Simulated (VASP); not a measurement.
Wanted: the native input for a VASP 6.6.1 run.

```
Task                   : single point
Functional             : LDA
Potentials or basis    : VASP PAW LDA potentials, release 64 (In_d, Sb)
Cutoff                 : 520 eV
k mesh                 : 6 × 6 × 6
Occupations            : fermi-dirac, width 0.02 eV
Spin                   : no spin polarisation
Dipole correction      : no
Further INCAR settings : ALGO = Normal; EDIFF = 1e-07; NBANDS = 16
```

The structure of InSb lies in POSCAR:

```
InSb
1.0
    0.0000000000      3.0422106271      3.0422106271
    3.0422106271      0.0000000000      3.0422106271
    3.0422106271      3.0422106271      0.0000000000
In Sb
1 1
Direct
    0.0000000000      0.0000000000      0.0000000000
    0.5000000000      0.5000000000      0.5000000000
```

These files were run (other wordings do the same):

INCAR

```
SYSTEM = InSb
ALGO     = Normal         ! electronic algorithm
EDIFF    = 1E-7           ! SCF threshold, eV
ENCUT    = 520            ! plane-wave cutoff, eV
ISIF     = 2              ! what is computed and relaxed
ISMEAR   = -1             ! smearing method
LASPH    = .True.         ! aspherical terms in the spheres
LCHARG   = .True.         ! write CHGCAR
LELF     = .True.         ! ELF
LREAL    = .False.        ! projectors in reciprocal space
LVHAR    = .True.       
LWAVE    = .False.        ! write WAVECAR
NBANDS   = 16             ! bands
NELM     = 100            ! most SCF steps
PREC     = Accurate       ! precision mode
SIGMA    = 0.02           ! smearing width, eV
```

KPOINTS

```
k-points
0
Gamma
  6 6 6
  0 0 0
```

Potentials or basis: VASP PAW LDA potentials, release 64 (In_d, Sb).

The run is started by

```console
$ cat potpaw_LDA.64/In_d/POTCAR potpaw_LDA.64/Sb/POTCAR > POTCAR
$ mpirun -np 1 vasp_std > vasp.out
```

It gave:

| Property | Result |
| --- | --- |
| Pressure | -2.7 GPa |
| Band gap on the k mesh | zero (bands 9 and 10 overlap by 2.80 eV) |

Caveat: spin-orbit coupling is left out, which moves the levels of the heavy elements.

Run time: 11 s on 1 thread of Intel(R) Xeon(R) Platinum 8259CL CPU @ 2.50GHz (Skylake/Cascade Lake), with other jobs on the host, peak memory 0.16 GiB.
